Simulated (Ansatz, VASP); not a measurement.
# One calculation of BeS, two programs

INCAR

```
  ALGO = Normal
  EDIFF = 1E-6
  ENCUT = 520
  GGA = PE
  ISIF = 2
  ISMEAR = 0
  LASPH = True
  LCHARG = False
  LREAL = False
  LWAVE = False
  NBANDS = 11
  NELM = 60
  PREC = Accurate
  SIGMA = 0.1
```

The input KPOINTS:

```
k-points
0
Gamma
  8 8 8
```

Contents of POSCAR:

```
BeS
1.0
    0.0000000000      2.6846908224      2.6846908224
    2.6846908224      0.0000000000      2.6846908224
    2.6846908224      2.6846908224      0.0000000000
Be S
1 1
Direct
    0.0000000000      0.0000000000      0.0000000000
    0.7500000000      0.7500000000      0.7500000000
```

Input for Ansatz:

```yaml
crystal:
  lattice:
    - [0.0, 2.6846908224, 2.6846908224]
    - [2.6846908224, 0.0, 2.6846908224]
    - [2.6846908224, 2.6846908224, 0.0]
  atoms:
    - { symbol: Be, position: [0.0, 0.0, 0.0] }
    - { symbol: S, position: [0.75, 0.75, 0.75] }
basis:
  ecutwfc: 420
kpoints:
  mp_grid: { grid: [8, 8, 8] }
hamiltonian:
  xc: pbe
scf:
  occupations: { method: gaussian, width: 0.1 }
  max_iter: 30
  convergence: { dr2_threshold: "1e-4 eV" }
output:
  forces: true
  stress: true
  eigenvalues: true
```

Alike in both runs: task single point; functional PBE; k mesh 8 × 8 × 8; occupations gaussian, width 0.1 eV; no spin polarisation.

|  | VASP | Ansatz |
| --- | --- | --- |
| version | VASP 6.6.1 | Ansatz 0.2.0 |
| potentials or method | VASP PAW PBE potentials, release 64 (Be, S), cutoff 520 eV | scalar-relativistic, plane waves, PAW |
| valence electrons in the cell | 8 | 8 |

|  | VASP | Ansatz | Ansatz less VASP |
| --- | --- | --- | --- |
| gap on the k mesh at the Fermi level (eV) | 3.58 | 3.58 | -0.002 |
| least direct gap on the mesh (eV) | 3.60 | 3.60 | +0.001 |
| pressure (GPa) | -15.4 | -15.4 | 0.00 |

Ansatz's warnings: force scf threshold loose, stress scf threshold loose.
